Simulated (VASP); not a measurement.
# MnS (Fm-3m) in VASP: a series of runs

MnS is run at these levels: r2SCAN+U; tasks: single point.

All numbers are computed with VASP 6.6.1; they aren't measurements. Logs are shortened: lines on timing, memory, paths and dates and some standing lists are left out, and cuts for length are marked.

## 1. The cell of the first run

Symmetry: Fm-3m, No. 225, cubic system. Conventional cell: a = 5.209 Å, b = 5.209 Å, c = 5.209 Å, α = 90.00°, β = 90.00°, γ = 90.00°. Mn (site symmetry m-3m) has 6 S at 2.60 Å within 3.4 Å. S (site symmetry m-3m) has 6 Mn at 2.60 Å within 3.4 Å.

## 2. Single point, r2SCAN+U, collinear spin, ferromagnetic start

File POSCAR:

```
MnS
1.0
    3.6833190000      0.0000000000      0.0000000000
    1.8416595000      3.1898478242      0.0000000000
    1.8416595000      1.0632826081      3.0074173700
Mn S
1 1
Direct
    0.0000000000      0.0000000000      0.0000000000
    0.5000000000      0.5000000000      0.5000000000
```

File INCAR.step1:

```
SYSTEM = MnS
  ALGO = Normal
  EDIFF = 1E-4
  ENCUT = 520
  GGA = PE
  ISMEAR = -1
  ISPIN = 2
  LASPH = .True.
  LCHARG = .False.
  LDAU = .True.
  LDAUJ = 0 0
  LDAUL = 2 -1
  LDAUTYPE = 2
  LDAUU = 2 0
  LMAXMIX = 4
  LREAL = .False.
  LWAVE = .True.
  MAGMOM = 2.8 0
  NBANDS = 20
  NELM = 150
  PREC = Accurate
  SIGMA = 0.1
```

File INCAR.step2:

```
SYSTEM = MnS
  ALGO = Normal
  EDIFF = 1E-6
  ENCUT = 520
  ISIF = 2
  ISMEAR = -1
  ISPIN = 2
  ISTART = 1
  LASPH = .True.
  LCHARG = .False.
  LDAU = .True.
  LDAUJ = 0 0
  LDAUL = 2 -1
  LDAUPRINT = 1
  LDAUTYPE = 2
  LDAUU = 2 0
  LMAXMIX = 4
  LMIXTAU = .True.
  LORBIT = 11
  LREAL = .False.
  LWAVE = .False.
  MAGMOM = 2.8 0
  METAGGA = R2SCAN
  NBANDS = 20
  NELM = 150
  PREC = Accurate
  SIGMA = 0.1
```

File KPOINTS:

```
k-points
0
Gamma
  8 8 8
  0 0 0
```

Potentials or basis: VASP PAW PBE potentials, release 64 (Mn_pv, S).

Command:

```sh
$ cat potpaw_PBE.64/Mn_pv/POTCAR potpaw_PBE.64/S/POTCAR > POTCAR
$ cp INCAR.step1 INCAR
$ mpirun -np 1 vasp_std > vasp.out
$ cp INCAR.step2 INCAR
$ mpirun -np 1 vasp_std > vasp.out
```

OUTCAR:

```text
SYSTEM = MnS
   EDIFF = 1E-6
   ENCUT = 520
   ISIF = 2
   ISMEAR = -1
   ISPIN = 2
   ISTART = 1
   LASPH = .True.
   LORBIT = 11
   LREAL = .False.
   METAGGA = R2SCAN
   NELM = 150
   PREC = Accurate

 ion  position               nearest neighbor table
   1  0.000  0.000  0.000-   2 2.60   2 2.60   2 2.60   2 2.60   2 2.60   2 2.60
   2  0.500  0.500  0.500-   1 2.60   1 2.60   1 2.60   1 2.60   1 2.60   1 2.60

  LATTYP: Found a face centered cubic cell.
 ALAT       =     5.2089996843

  Lattice vectors:

 A1 = (   3.6833190000,   0.0000000000,   0.0000000000)
 A2 = (   1.8416595000,   3.1898478242,   0.0000000000)
 A3 = (   1.8416595000,   1.0632826081,   3.0074173700)

Analysis of symmetry for initial positions (statically):
=====================================================================
 Subroutine PRICEL returns:
 Original cell was already a primitive cell.

 Routine SETGRP: Setting up the symmetry group for a
 face centered cubic supercell.

 Subroutine GETGRP returns: Found 48 space group operations
 (whereof 48 operations were pure point group operations)
 out of a pool of 48 trial point group operations.

The static configuration has the point symmetry O_h .

Analysis of symmetry for dynamics (positions and initial velocities):
=====================================================================
 Subroutine PRICEL returns:
 Original cell was already a primitive cell.

 Routine SETGRP: Setting up the symmetry group for a
 face centered cubic supercell.

 Subroutine GETGRP returns: Found 48 space group operations
 (whereof 48 operations were pure point group operations)
 out of a pool of 48 trial point group operations.

The dynamic configuration has the point symmetry O_h .

Analysis of structural, dynamic, and magnetic symmetry:
=====================================================================
 Subroutine PRICEL returns:
 Original cell was already a primitive cell.

 Routine SETGRP: Setting up the symmetry group for a
 face centered cubic supercell.

 Subroutine GETGRP returns: Found 48 space group operations
 (whereof 48 operations were pure point group operations)
 out of a pool of 48 trial point group operations.

The overall configuration has the point symmetry O_h .

 Subroutine INISYM returns: Found 48 space group operations
 (whereof 48 operations are pure point group operations),
 and found     1 'primitive' translations

----------------------------------------------------------------------------------------

                                     Primitive cell

  volume of cell :      35.3348

  direct lattice vectors                    reciprocal lattice vectors
     3.683319000  0.000000000  0.000000000     0.271494269 -0.156747289 -0.110837071
     1.841659500  3.189847824  0.000000000     0.000000000  0.313494579 -0.110837071
     1.841659500  1.063282608  3.007417370     0.000000000  0.000000000  0.332511214

  length of vectors
     3.683319000  3.683319000  3.683319000     0.332511214  0.332511214  0.332511214

  position of ions in fractional coordinates (direct lattice)
     0.000000000  0.000000000  0.000000000
     0.500000000  0.500000000  0.500000000

  ion indices of the primitive-cell ions
   primitive index   ion index
                 1           1
                 2           2

----------------------------------------------------------------------------------------

 KPOINTS: k-points

Automatic generation of k-mesh.
 Grid dimensions read from file:
 generate k-points for:    8    8    8

 Generating k-lattice:

  Cartesian coordinates                     Fractional coordinates (reciprocal lattice)
[... 61 lines left out ...]
   LREAL  =      F    real-space projection
   EDIFFG = 0.1E-04   stopping-criterion for IOM
   NSW    =      0    number of steps for IOM
   IBRION =     -1    ionic relax: 0-MD 1-quasi-New 2-CG
   NFREE  =      0    steps in history (QN), initial steepest desc. (CG)
   ISIF   =      2    stress and relaxation
   ISYM   =      2    0-nonsym 1-usesym 2-fastsym
   POTIM  = 0.5000    time-step for ionic-motion
   TEBEG  =    0.0;   TEEND  =   0.0 temperature during run
   PSTRESS=    0.0 pullay stress
   NELECT =      19.0000    total number of electrons
   NUPDOWN=      -1.0000    fix difference up-down
   EMIN   =  10.00;   EMAX   =-10.00  energy-range for DOS
   EFERMI =   0.00;   METHOD = LEGACY
   ISMEAR =    -1;   SIGMA  =   0.10  broadening in eV -4-tet -1-fermi 0-gaus
   EFERMI_NEDOS =   21; number of points for ismear=-14 and -15
   IALGO  =     38    algorithm
   IMIX   =      4    mixing-type and parameters
     AMIX     =   0.40;   BMIX     =  1.00
     AMIX_MAG =   1.60;   BMIX_MAG =  1.00
  volume/ion in A,a.u.               =      17.67       119.23
  Fermi-wavevector in a.u.,A,eV,Ry     =   1.331246  2.515690 24.112467  1.772216
  Thomas-Fermi vector in A             =   2.460272
   LORBIT       =     11    0 simple, 1 ext, 2 COOP (PROOUT), +10 PAW based schemes
 LDA+U is selected, type is set to LDAUTYPE =  2
   angular momentum for each species LDAUL =     2   -1
   U (eV)           for each species LDAUU =   2.0  0.0
   J (eV)           for each species LDAUJ =   0.0  0.0
   METAGGA = R2SCAN    functional components
   LHFCALC =     F    Hartree Fock is set to
   AEXX    =    0.0000 exact exchange contribution
   IVDW    =     0    specifies the selected vdW correction
   LEPSILON=     F    determine dielectric tensor
   LRPA    =     F    only Hartree local field effects (RPA)
 spin polarized calculation
  energy-cutoff  :      520.00
  volume of cell :       35.33
 maximum number of plane-waves:       961
   NGX = 13   NGY = 13   NGZ = 13

atom =   1  type =  1  l = 2

 onsite density matrix

spin component  1

  0.9400 -0.0000  0.0000 -0.0101  0.0000
 -0.0000  0.9471  0.0000 -0.0000 -0.0101
  0.0000  0.0000  0.9328 -0.0000 -0.0000
 -0.0101 -0.0000 -0.0000  0.9471  0.0000
  0.0000 -0.0101 -0.0000  0.0000  0.9400

spin component  2

  0.0357  0.0000 -0.0000 -0.0297 -0.0000
  0.0000  0.0567  0.0000  0.0000 -0.0297
 -0.0000  0.0000  0.0147 -0.0000 -0.0000
 -0.0297  0.0000 -0.0000  0.0567 -0.0000
 -0.0000 -0.0297 -0.0000 -0.0000  0.0357

 occupancies and eigenvectors

  o =  0.0147  v =  0.0000  0.0000  0.0000  0.0000  0.0000 -0.0000 -0.5694 -0.1652 -0.0000 -0.8053      0.0000  0.0000  0.0000  0.0000  0.0000  0.0000  0.0000  0.0000  0.0000  0.0000
  o =  0.0147  v =  0.0000  0.0000  0.0000  0.0000  0.0000  0.8165 -0.0000  0.0000  0.5774 -0.0000      0.0000  0.0000  0.0000  0.0000  0.0000  0.0000  0.0000  0.0000  0.0000  0.0000
  o =  0.0147  v =  0.0000  0.0000  0.0000  0.0000  0.0000 -0.0000 -0.0954  0.9863 -0.0000 -0.1349      0.0000  0.0000  0.0000  0.0000  0.0000  0.0000  0.0000  0.0000  0.0000  0.0000
  o =  0.0777  v =  0.0000  0.0000  0.0000  0.0000  0.0000 -0.5774  0.0001  0.0000  0.8165 -0.0000      0.0000  0.0000  0.0000  0.0000  0.0000  0.0000  0.0000  0.0000  0.0000  0.0000
  o =  0.0777  v =  0.0000  0.0000  0.0000  0.0000  0.0000  0.0000  0.8165  0.0000 -0.0001 -0.5774      0.0000  0.0000  0.0000  0.0000  0.0000  0.0000  0.0000  0.0000  0.0000  0.0000
  o =  0.9328  v =  0.0000 -0.5694 -0.1650 -0.0000 -0.8053  0.0000  0.0000  0.0000  0.0000  0.0000      0.0000  0.0000  0.0000  0.0000  0.0000  0.0000  0.0000  0.0000  0.0000  0.0000
  o =  0.9328  v = -0.8165 -0.0000  0.0000 -0.5774  0.0000  0.0000  0.0000  0.0000  0.0000  0.0000      0.0000  0.0000  0.0000  0.0000  0.0000  0.0000  0.0000  0.0000  0.0000  0.0000
  o =  0.9328  v =  0.0000  0.0953 -0.9863 -0.0000  0.1347  0.0000  0.0000  0.0000  0.0000  0.0000      0.0000  0.0000  0.0000  0.0000  0.0000  0.0000  0.0000  0.0000  0.0000  0.0000
  o =  0.9543  v =  0.5774 -0.0000  0.0000 -0.8165  0.0000  0.0000  0.0000  0.0000  0.0000  0.0000      0.0000  0.0000  0.0000  0.0000  0.0000  0.0000  0.0000  0.0000  0.0000  0.0000
  o =  0.9543  v =  0.0000 -0.8165 -0.0000  0.0000  0.5774  0.0000  0.0000  0.0000  0.0000  0.0000      0.0000  0.0000  0.0000  0.0000  0.0000  0.0000  0.0000  0.0000  0.0000  0.0000

 number of electron      18.9999989 magnetization       4.9985559

 Free energy of the ion-electron system (eV)
  ---------------------------------------------------
  ext. energy  EPLUGINS =         0.00000000
  ---------------------------------------------------
  free energy    TOTEN  =       -24.37796938 eV

  energy without entropy =      -24.37721523  energy(sigma->0) =      -24.37759231

 E-fermi :   6.7859     XC(G=0): -11.2005

 val. band max:        6.3653098582   @ k =   0.5000   0.0000   0.0000
 cond. band min:       7.0181964460   @ k =   0.5000   0.5000   0.0000
 fundamental gap:      0.6528865878
 Fermi energy:         6.7859073331

 spin component 1

 k-point     1 :       0.0000    0.0000    0.0000
  band No.  band energies     occupation
      1     -46.6686      1.00000
      2     -46.6686      1.00000
      3     -46.6685      1.00000
      4      -8.5200      1.00000
      5       1.7767      1.00000
      6       1.7767      1.00000
[... 1097 lines left out ...]
     19      22.8715      0.00000
     20      23.7483      0.00000

 [... further k-points ...]

------------------------ aborting loop because EDIFF is reached ----------------------------------------

  FORCE on cell =-STRESS in cart. coord.  units (eV):
  Direction    XX          YY          ZZ          XY          YZ          ZX
  --------------------------------------------------------------------------------------
  -------------------------------------------------------------------------------------
  Total        0.5619612      0.5619612      0.5619612      0.0000000      0.0000000     -0.0000000
  in kB       25.4808497     25.4808497     25.4808497      0.0000000      0.0000000     -0.0000000
  external PRESSURE =      25.4808497 kB  Pullay stress =       0.0000000 kB

 VOLUME and BASIS-vectors are now :
 -----------------------------------------------------------------------------
  energy-cutoff  :      520.00
  volume of cell :       35.33
      direct lattice vectors                 reciprocal lattice vectors
     3.683319000  0.000000000  0.000000000     0.271494269 -0.156747289 -0.110837071
     1.841659500  3.189847824  0.000000000     0.000000000  0.313494579 -0.110837071
     1.841659500  1.063282608  3.007417370     0.000000000  0.000000000  0.332511214

 POSITION                                       TOTAL-FORCE (eV/Angst)
 -----------------------------------------------------------------------------------
      0.00000      0.00000      0.00000         0.000000     -0.000000      0.000000
      3.68332      2.12657      1.50371        -0.000000      0.000000      0.000000
 -----------------------------------------------------------------------------------
    total drift:                                0.000000     -0.000000     -0.000000

  FREE ENERGIE OF THE ION-ELECTRON SYSTEM (eV)
  ---------------------------------------------------
  free  energy   TOTEN  =       -24.3779693765 eV

  energy  without entropy=      -24.3772152350  energy(sigma->0) =      -24.37759231

 total charge

# of ion       s       p       d       tot
------------------------------------------
    1        0.219   6.163   4.890  11.272
    2        1.309   2.499   0.000   3.808
--------------------------------------------------
tot          1.528   8.662   4.890  15.080

 magnetization (x)

# of ion       s       p       d       tot
------------------------------------------
    1        0.049   0.037   4.498   4.584
    2        0.026   0.079   0.000   0.105
--------------------------------------------------
tot          0.075   0.116   4.498   4.689
```

Run time: 1.7 min. Hardware: 1 thread of Intel Xeon Platinum 8375C at 2.90GHz (Ice Lake), shared host; peak memory 0.19 GiB.

Results:

| Item | Value |
| --- | --- |
| Free energy | -24.3780 eV |
| Pressure | 2.5 GPa |
| Band gap on the k mesh | 0.65 eV (least direct gap 2.79 eV) |
| Net moment | 5.00 μB per cell |
| Site moments | Mn +4.58; S +0.10 μB |
| Valence electrons inside the program's atomic spheres | Mn 11.27; S 3.81 |

Levels at points of the mesh, in eV from the valence-band top:
Spin up:
| k point | band 10 | band 11 | band 12 | band 13 | band 14 | band 15 |
| --- | --- | --- | --- | --- | --- | --- |
| (0.00, 0.00, 0.00) | -1.68 | -1.68 | -1.68 | 2.43 | 8.97 | 8.97 |
| (0.50, 0.00, 0.00) | -3.60 | 0.00 | 0.00 | 3.44 | 5.96 | 5.96 |
| (0.50, 0.50, 0.00) | -3.55 | -3.35 | -3.35 | 1.27 | 5.63 | 11.16 |
Spin down:
```
           k point  band 3  band 4  band 5  band 6  band 7  band 8  band 9  band 10  band 11  band 12
(0.00, 0.00, 0.00)  -46.66  -14.58   -1.41   -1.41   -1.41    2.14    2.14     2.14     2.16     2.16
(0.50, 0.00, 0.00)  -46.66  -13.23   -6.23   -2.89   -2.89    3.46    3.46     3.59     4.17     5.13
(0.50, 0.50, 0.00)  -46.66  -13.02   -5.49   -3.02   -3.02    0.65    2.71     3.02     3.77     3.77
```

Eigenvalues of the final occupation matrices:
| site | spin | trace | eigenvalues |
| --- | --- | --- | --- |
| site 1 d | 1 | 4.71 | 0.93 0.93 0.93 0.95 0.95 |
| site 1 d | 2 | 0.20 | 0.01 0.01 0.01 0.08 0.08 |

Caveat: the PAW data sets were made with another functional, which shifts forces and pressure a little; a cell with one magnetic atom can't hold antiferromagnetic order, which such compounds often take.

## 3. Single point, r2SCAN+U, collinear spin, ferromagnetic start

POSCAR is that of step 2.

File INCAR.step1:

```
PREC = Accurate
ENCUT = 520
ISMEAR = -1
SIGMA = 0.1
LREAL = F
LASPH = T
NELM = 150
ISPIN = 2
MAGMOM = 2.8 0
LMAXMIX = 4
LDAU = T
LDAUTYPE = 2
LDAUL = 2 -1
LDAUU = 4 0
LDAUJ = 0 0
NBANDS = 20
GGA = PE
ALGO = Normal
EDIFF = 1E-4
LWAVE = T
LCHARG = F
```

File INCAR.step2:

```
PREC = Accurate
ENCUT = 520
EDIFF = 1E-6
ISMEAR = -1
SIGMA = 0.1
LREAL = F
LASPH = T
NELM = 150
ALGO = Normal
ISIF = 2
LWAVE = F
LCHARG = F
ISPIN = 2
MAGMOM = 2.8 0
LORBIT = 11
LMAXMIX = 4
LDAU = T
LDAUTYPE = 2
LDAUL = 2 -1
LDAUU = 4 0
LDAUJ = 0 0
LDAUPRINT = 1
METAGGA = R2SCAN
LMIXTAU = T
NBANDS = 20
ISTART = 1
```

File KPOINTS:

```
regular mesh
0
Gamma
  8 8 8
```

Potentials or basis: VASP PAW PBE potentials, release 64 (Mn_pv, S).

Command:

```sh
$ cat potpaw_PBE.64/Mn_pv/POTCAR potpaw_PBE.64/S/POTCAR > POTCAR
$ cp INCAR.step1 INCAR
$ mpirun -np 1 vasp_std > vasp.out
$ cp INCAR.step2 INCAR
$ mpirun -np 1 vasp_std > vasp.out
```

Wall time 1.7 min (1 thread of Intel Xeon Platinum 8375C at 2.90GHz (Ice Lake), shared host); peak memory 0.19 GiB.

Results (log left out):

| Item | Value |
| --- | --- |
| Free energy | -23.9469 eV |
| Pressure | 4.1 GPa |
| Band gap on the k mesh | 1.38 eV (least direct gap 3.63 eV) |
| Net moment | 5.00 μB per cell |
| Site moments | Mn +4.65; S +0.07 μB |
| Valence electrons inside the program's atomic spheres | Mn 11.27; S 3.82 |

Levels at points of the mesh, in eV from the valence-band top:
Spin up:
| k point | band 9 | band 10 | band 11 | band 12 | band 13 | band 14 | band 15 | band 16 |
| --- | --- | --- | --- | --- | --- | --- | --- | --- |
| (0.00, 0.00, 0.00) | -5.16 | -1.37 | -1.37 | -1.37 | 2.72 | 9.09 | 9.09 | 9.09 |
| (0.50, 0.00, 0.00) | -4.80 | -4.02 | 0.00 | 0.00 | 3.71 | 6.23 | 6.23 | 9.54 |
| (0.50, 0.50, 0.00) | -4.68 | -4.17 | -3.04 | -3.04 | 1.53 | 5.70 | 11.46 | 13.19 |
Spin down:
| k point | band 3 | band 4 | band 5 | band 6 | band 7 | band 8 | band 9 | band 10 | band 11 | band 12 |
| --- | --- | --- | --- | --- | --- | --- | --- | --- | --- | --- |
| (0.00, 0.00, 0.00) | -46.34 | -14.32 | -1.15 | -1.15 | -1.15 | 3.10 | 3.10 | 3.10 | 3.18 | 3.18 |
| (0.50, 0.00, 0.00) | -46.34 | -12.97 | -5.95 | -2.47 | -2.47 | 4.41 | 4.64 | 4.64 | 4.71 | 6.18 |
| (0.50, 0.50, 0.00) | -46.35 | -12.74 | -5.23 | -2.76 | -2.76 | 1.38 | 3.36 | 3.80 | 4.99 | 4.99 |

Eigenvalues of the final occupation matrices:
```
    site  spin  trace               eigenvalues
site 1 d     1   4.74  0.94 0.94 0.94 0.96 0.96
site 1 d     2   0.16  0.01 0.01 0.01 0.06 0.06
```

Caveat: the cell stands under pressure; the PAW data sets were made with another functional, which shifts forces and pressure a little; a cell with one magnetic atom can't hold antiferromagnetic order, which such compounds often take.

## 4. Single point, r2SCAN+U, collinear spin, ferromagnetic start

POSCAR is that of step 3.

File INCAR.step1:

```
PREC = Accurate ; ENCUT = 520
ISMEAR = -1 ; SIGMA = 0.1
LREAL = False ; LASPH = True
NELM = 150 ; ISPIN = 2
MAGMOM = 2.8 0 ; LMAXMIX = 4
LDAU = True ; LDAUTYPE = 2
LDAUL = 2 -1 ; LDAUU = 6 0
LDAUJ = 0 0 ; NBANDS = 20
GGA = PE ; ALGO = Normal
EDIFF = 1E-4 ; LWAVE = True
LCHARG = False
```

File INCAR.step2:

```
PREC = Accurate ; ENCUT = 520
EDIFF = 1E-7 ; ISMEAR = -1
SIGMA = 0.1 ; LREAL = False
LASPH = True ; NELM = 150
ALGO = Normal ; ISIF = 2
LWAVE = False ; LCHARG = False
ISPIN = 2 ; MAGMOM = 2.8 0
LORBIT = 11 ; LMAXMIX = 4
LDAU = True ; LDAUTYPE = 2
LDAUL = 2 -1 ; LDAUU = 6 0
LDAUJ = 0 0 ; LDAUPRINT = 1
METAGGA = R2SCAN ; LMIXTAU = True
NBANDS = 20 ; ISTART = 1
```

File KPOINTS:

```
Automatic mesh
0
Gamma
  8 8 8
```

Command:

```sh
$ cat potpaw_PBE.64/Mn_pv/POTCAR potpaw_PBE.64/S/POTCAR > POTCAR
$ cp INCAR.step1 INCAR
$ mpirun -np 1 vasp_std > vasp.out
$ cp INCAR.step2 INCAR
$ mpirun -np 1 vasp_std > vasp.out
```

Wall time 2.2 min (1 thread of Intel Xeon Platinum 8375C at 2.90GHz (Ice Lake), shared host); peak memory 0.2 GiB.

Results (log left out):

```
Free energy                                           : -23.5712 eV
Pressure                                              : 5.4 GPa
Band gap on the k mesh                                : 1.76 eV (least direct gap 3.89 eV)
Net moment                                            : 5.00 μB per cell
Site moments                                          : Mn +4.70; S +0.05 μB
Valence electrons inside the program's atomic spheres : Mn 11.27; S 3.83
```

Levels at points of the mesh, in eV from the valence-band top:
Spin up:
```csv
k point,band 10,band 11,band 12,band 13,band 14,band 15
"(0.00, 0.00, 0.00)",-1.12,-1.12,-1.12,2.96,9.16,9.16
"(0.50, 0.00, 0.00)",-4.40,0.00,0.00,3.94,6.45,6.45
"(0.50, 0.50, 0.00)",-4.82,-2.80,-2.80,1.76,5.73,11.71
```
Spin down:
| k point | band 5 | band 6 | band 7 | band 8 | band 9 | band 10 |
| --- | --- | --- | --- | --- | --- | --- |
| (0.00, 0.00, 0.00) | -0.94 | -0.94 | -0.94 | 3.97 | 3.97 | 3.97 |
| (0.50, 0.00, 0.00) | -5.72 | -2.13 | -2.13 | 4.61 | 5.77 | 5.78 |
| (0.50, 0.50, 0.00) | -5.03 | -2.55 | -2.55 | 2.01 | 3.61 | 4.85 |

Eigenvalues of the final occupation matrices:
```csv
site,spin,trace,eigenvalues
site 1 d,1,4.77,0.95 0.95 0.95 0.97 0.97
site 1 d,2,0.14,0.01 0.01 0.01 0.05 0.05
```

Caveat: the cell stands under pressure; the PAW data sets were made with another functional, which shifts forces and pressure a little; a cell with one magnetic atom can't hold antiferromagnetic order, which such compounds often take.

## 5. Summary

| U | gap on the mesh (eV) | pressure (GPa) | moment (μB) |
| --- | --- | --- | --- |
| Mn d U = 2.0 eV | 0.65 | 2.5 | 5.00 |
| Mn d U = 4.0 eV | 1.38 | 4.1 | 5.00 |
| Mn d U = 6.0 eV | 1.76 | 5.4 | 5.00 |

Alike in all rows: task single point; level r2SCAN+U; potentials or basis VASP PAW PBE potentials, release 64 (Mn_pv, S); spin collinear, ferromagnetic start; cell as given; k mesh 8 × 8 × 8; cutoff (eV) 520; smearing fermi-dirac 0.1 eV.

Caveats: the PAW data sets were made with another functional, which shifts forces and pressure a little; a cell with one magnetic atom can't hold antiferromagnetic order, which such compounds often take; the cell stands under pressure (at least some runs).

Absolute energies hang on the potentials; compare differences alone.
